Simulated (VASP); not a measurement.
A run of VASP 6.6.1:

Contents of INCAR:

```
PREC = Accurate
ENCUT = 500
EDIFF = 1E-7
ISMEAR = -1
SIGMA = 0.1
LREAL = False
LASPH = True
NELM = 200
ALGO = Normal
ISIF = 3
LWAVE = False
LCHARG = False
ISPIN = 2
MAGMOM = 0.5
LORBIT = 11
GGA = LIBXC
LIBXC1 = GGA_X_PBE
LIBXC2 = GGA_C_PBE_SOL
IBRION = 2
NSW = 80
EDIFFG = -0.01
GGA_COMPAT = False
NELMIN = 4
```

KPOINTS

```
Automatic mesh
0
Gamma
  9 9 9
```

File POSCAR:

```
Tl
1.0
    0.0000000000      2.4663412330      2.4663412330
    2.4663412330      0.0000000000      2.4663412330
    2.4663412330      2.4663412330      0.0000000000
Tl
1
Direct
    0.0000000000      0.0000000000      0.0000000000
```

Potentials or basis: VASP PAW PBE potentials, release 64 (Tl_d).

The run is started by

```bash
$ cat potpaw_PBE.64/Tl_d/POTCAR > POTCAR
$ mpirun -np 1 vasp_std > vasp.out
```

Hardware: 1 thread of Intel(R) Xeon(R) Platinum 8488C (Sapphire Rapids), with other jobs on the host.

How long does it take, and how much memory?

Run time: 46 s on 1 thread of Intel(R) Xeon(R) Platinum 8488C (Sapphire Rapids), on a shared host, peak memory 0.18 GiB. Counts: scf iterations 29, k points 35, ion steps 3.
